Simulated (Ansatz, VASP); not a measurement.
## Two plane-wave programs on Se

The input POSCAR:

```
Se
1.0
    4.3662000000      0.0000000000      0.0000000000
   -2.1831000000      3.7812401180      0.0000000000
    0.0000000000      0.0000000000      4.9536000000
Se
3
Direct
    0.2254000000      0.0000000000      0.3333333333
    0.0000000000      0.2254000000      0.6666666667
    0.7746000000      0.7746000000      0.0000000000
```

Contents of INCAR.step1:

```
SYSTEM = Se
PREC = Accurate
ENCUT = 600
ISMEAR = 0
SIGMA = 0.02
LREAL = .FALSE.
LASPH = .TRUE.
NELM = 100
GGA = PE
ALGO = Normal
EDIFF = 1E-4
LWAVE = .TRUE.
LCHARG = .FALSE.
```

The input INCAR.step2:

```
SYSTEM = Se
PREC = Accurate
ENCUT = 600
EDIFF = 1E-7
ISMEAR = 0
SIGMA = 0.02
LREAL = .FALSE.
LASPH = .TRUE.
NELM = 100
ALGO = Normal
ISIF = 3
LWAVE = .FALSE.
LCHARG = .FALSE.
METAGGA = R2SCAN
LMIXTAU = .TRUE.
IBRION = 2
NSW = 100
EDIFFG = -0.005
ISTART = 1
```

The input KPOINTS:

```
Automatic mesh
0
G
  6 6 6
  0 0 0
```

Input for Ansatz:

```yaml
crystal:
  lattice:
    - [4.3662, 0.0, 0.0]
    - [-2.1831, 3.781240118, 0.0]
    - [0.0, 0.0, 4.9536]
  atoms:
    - { symbol: Se, position: [0.2254, 0.0, 0.3333333333] }
    - { symbol: Se, position: [0.0, 0.2254, 0.6666666667] }
    - { symbol: Se, position: [0.7746, 0.7746, 0.0] }
basis:
  ecutwfc: 500
kpoints:
  mp_grid: { grid: [6, 6, 6] }
hamiltonian:
  xc: r2scan
scf:
  occupations: { method: gaussian, width: 0.02 }
output:
  forces: true
  stress: true
  eigenvalues: true
relax:
  adjacent_minimum: "off"
  f_tol: 0.005
  max_steps: 80
  cell: { stress_tol: 0.05 }
```

Alike in both runs: task relaxation of cell and atoms; functional r2SCAN; k mesh 6 × 6 × 6; occupations gaussian, width 0.02 eV; no spin polarisation.

|  | VASP | Ansatz |
| --- | --- | --- |
| version | VASP 6.6.1 | Ansatz 0.2.0 |
| potentials or method | VASP PAW PBE potentials, release 64 (Se), cutoff 600 eV | scalar-relativistic, plane waves, PAW |
| valence electrons in the cell | 18 | 48 |

```csv
,VASP,Ansatz,Ansatz less VASP
"gap on the k mesh at the Fermi level, each at its own relaxed structure (eV)",1.31,1.33,+0.012
relaxed volume (Å³/atom),29.20,29.24,+0.039
relaxed length of the cell vector where the two differ most in proportion (Å),4.502,4.505,+0.0027
```

VASP's potentials were made for PBE, not for r2SCAN. VASP's potentials hold 18 valence electrons a cell and Ansatz's 48, so a difference there can come from the potentials and not from the codes.
